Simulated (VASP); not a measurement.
A run of VASP 6.6.1 is set up as follows.

INCAR

```
ALGO = Normal
EDIFF = 1E-6
ENCUT = 520
GGA = PE
ISIF = 2
ISMEAR = -1
LASPH = True
LCHARG = True
LELF = True
LREAL = False
LVHAR = True
LWAVE = False
NBANDS = 14
NELM = 100
PREC = Accurate
SIGMA = 0.05
```

KPOINTS

```
k-points
0
Gamma
  10 10 10
```

POSCAR

```
HfC
1.0
    0.0000000000      2.2955050686      2.2955050686
    2.2955050686      0.0000000000      2.2955050686
    2.2955050686      2.2955050686      0.0000000000
Hf C
1 1
Direct
    0.5000000000      0.5000000000      0.5000000000
    0.0000000000      0.0000000000      0.0000000000
```

Potentials or basis: VASP PAW PBE potentials, release 64 (Hf_pv, C).

Command:

```bash
$ cat potpaw_PBE.64/Hf_pv/POTCAR potpaw_PBE.64/C/POTCAR > POTCAR
$ mpirun -np 1 vasp_std > vasp.out
```

(1) What does it give for the pressure?

(2) Estimate the band gap on the k mesh.

Answers

(1) 9.4 GPa.

(2) zero (band 7 reaches 7.27 eV, above the bottom of band 8 at 5.85 eV).

Caveat: spin-orbit coupling is left out, which moves the levels of the heavy elements.
